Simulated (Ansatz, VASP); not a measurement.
One calculation of SiO2, two programs

Contents of INCAR:

```
PREC     = Accurate       # precision mode
ENCUT    = 520            # plane-wave cutoff, eV
EDIFF    = 1E-6           # SCF threshold, eV
ISMEAR   = 0              # smearing method
SIGMA    = 0.02           # smearing width, eV
LREAL    = False          # projectors in reciprocal space
LASPH    = True           # aspherical terms in the spheres
NELM     = 80             # most SCF steps
ALGO     = Normal         # electronic algorithm
ISIF     = 2              # what is computed and relaxed
LWAVE    = False          # write WAVECAR
LCHARG   = False          # write CHGCAR
GGA      = CA             # functional
NBANDS   = 44             # bands
```

The input KPOINTS:

```
Automatic mesh
0
Gamma
  6 6 4
```

POSCAR

```
SiO2
1.0
    5.1506869934      0.0000000000      0.0000000000
    0.0000000000      5.1506869934      0.0000000000
    0.0000000000      0.0000000000      7.6168022508
Si O
4 8
Direct
    0.0000000000      0.0000000000      0.0000000000
    0.0000000000      0.5000000000      0.2500000000
    0.5000000000      0.5000000000      0.5000000000
    0.5000000000      0.0000000000      0.7500000000
    0.0295518242      0.2500000000      0.1250000000
    0.2500000000      0.5295518242      0.3750000000
    0.7500000000      0.4704481758      0.3750000000
    0.9704481758      0.7500000000      0.1250000000
    0.5295518242      0.7500000000      0.6250000000
    0.7500000000      0.0295518242      0.8750000000
    0.2500000000      0.9704481758      0.8750000000
    0.4704481758      0.2500000000      0.6250000000
```

Input for Ansatz:

```yaml
crystal:
  lattice:
    - [5.1506869934, 0.0, 0.0]
    - [0.0, 5.1506869934, 0.0]
    - [0.0, 0.0, 7.6168022508]
  atoms:
    - { symbol: Si, position: [0.0, 0.0, 0.0] }
    - { symbol: Si, position: [0.0, 0.5, 0.25] }
    - { symbol: Si, position: [0.5, 0.5, 0.5] }
    - { symbol: Si, position: [0.5, 0.0, 0.75] }
    - { symbol: O, position: [0.0295518242, 0.25, 0.125] }
    - { symbol: O, position: [0.25, 0.5295518242, 0.375] }
    - { symbol: O, position: [0.75, 0.4704481758, 0.375] }
    - { symbol: O, position: [0.9704481758, 0.75, 0.125] }
    - { symbol: O, position: [0.5295518242, 0.75, 0.625] }
    - { symbol: O, position: [0.75, 0.0295518242, 0.875] }
    - { symbol: O, position: [0.25, 0.9704481758, 0.875] }
    - { symbol: O, position: [0.4704481758, 0.25, 0.625] }
basis:
  ecutwfc: 420
kpoints:
  mp_grid: { grid: [6, 6, 4] }
  band_path: { path: [VBM, CBM], npoints: 2 }
hamiltonian:
  xc: lda
scf:
  occupations: { method: gaussian, width: 0.02 }
output:
  forces: true
  stress: true
  eigenvalues: true
checkpoint:
  read: start.run
  write: ck
  compress: false
  write_wavefunctions: false
  write_every: 100000
```

Alike in both runs: task single point; functional LDA; k mesh 6 × 6 × 4; occupations gaussian, width 0.02 eV; no spin polarisation.

|  | VASP | Ansatz |
| --- | --- | --- |
| version | VASP 6.6.1 | Ansatz 0.2.0 |
| potentials or method | VASP PAW LDA potentials, release 64 (Si, O), cutoff 520 eV | scalar-relativistic, plane waves, PAW |
| valence electrons in the cell | 64 | 64 |

```csv
,VASP,Ansatz,Ansatz less VASP
gap on the k mesh at the Fermi level (eV),5.27,5.27,+0.004
least direct gap on the mesh (eV),5.27,5.27,+0.004
pressure (GPa),-2.4,-2.9,-0.42
"traceless stress, the component that is largest in VASP (GPa)",-1.75,-1.77,-0.025
```

LDA's correlation is that of Perdew and Zunger in VASP and of Perdew and Wang (1992) in Ansatz.
